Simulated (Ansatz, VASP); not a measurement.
Two plane-wave programs on Si7Ge

```
Si Ge
1.0
     5.45895    0.00000   -0.30024
     0.00000    5.45895    0.00000
    -0.30024    0.00000    5.45895
Si Ge
7 1
Direct
  0.25260 0.25260 0.25260
  0.00000 0.50000 0.50000
  0.50000 0.50000 0.00000
  0.50000 0.00000 0.50000
  0.74740 0.25260 0.74740
  0.74740 0.74740 0.25260
  0.25260 0.74740 0.74740
  0.00000 0.00000 0.00000
```

Change from the starting cell: engineering shear strain xz -0.1100, engineering shear strain yz +0.0000.

Alike in both runs: task single point; functional PBEsol; k mesh 6 × 6 × 6; occupations gaussian, width 0.03 eV; no spin polarisation.

|  | VASP | Ansatz |
| --- | --- | --- |
| version | VASP 6.6.1 | Ansatz 0.2.0 |
| potentials or method | VASP PAW PBE potentials, release 64 (Si, Ge_d), cutoff 520 eV | scalar-relativistic, plane waves, PAW |
| valence electrons in the cell | 42 | 42 |

|  | VASP | Ansatz | Ansatz less VASP |
| --- | --- | --- | --- |
| gap on the k mesh at the Fermi level (eV) | 0.09 | 0.10 | +0.014 |
| least direct gap on the mesh (eV) | 0.16 | 0.15 | -0.013 |
| pressure (GPa) | 1.5 | 1.4 | -0.09 |
| traceless stress, the component that is largest in VASP (GPa) | 11.21 | 11.15 | -0.057 |
| rms of the force components (eV/Å) | 0.640 | 0.638 | -0.0015 |

VASP's potentials were made for PBE, not for PBEsol, and Ansatz warns of the same on its side. Atom by atom the forces differ by 0.005 eV/Å (rms over components).
